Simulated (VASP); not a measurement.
**PbS: single point with LDA**

Crystal: PbS.

```xyz
2
Lattice="0.0000 2.9650 2.9650 2.9650 0.0000 2.9650 2.9650 2.9650 0.0000" Properties=species:S:1:pos:R:3 pbc="T T T"
Pb    0.0000    0.0000    0.0000
S     2.9650    2.9650    2.9650
```

```yaml
Program: VASP 6.6.1
Task: single point
Functional: LDA
Potentials_or_basis: VASP PAW LDA potentials, release 64 (Pb_d, S)
Cutoff: 520 eV
k_mesh: 7 × 7 × 7
Occupations: fermi-dirac, width 0.01 eV
Spin: no spin polarisation
```

The pressure is -2.6 GPa.

Levels at points of the mesh, in eV from the Fermi level:
```tsv
k point	band 7	band 8	band 9	band 10	band 11	band 12	band 13	band 14
(0.00, 0.00, 0.00)	-6.04	-2.13	-2.13	-2.13	5.11	5.11	5.11	6.68
```

It took 15 s on 1 thread of Intel Xeon 8259CL, with other jobs on the host, peak memory 0.16 GiB.

Caveat: this odd mesh misses L, where the gap lies, so gap, dielectric constants and Born charges aren't listed; spin-orbit coupling is left out, which moves the levels of the heavy elements.
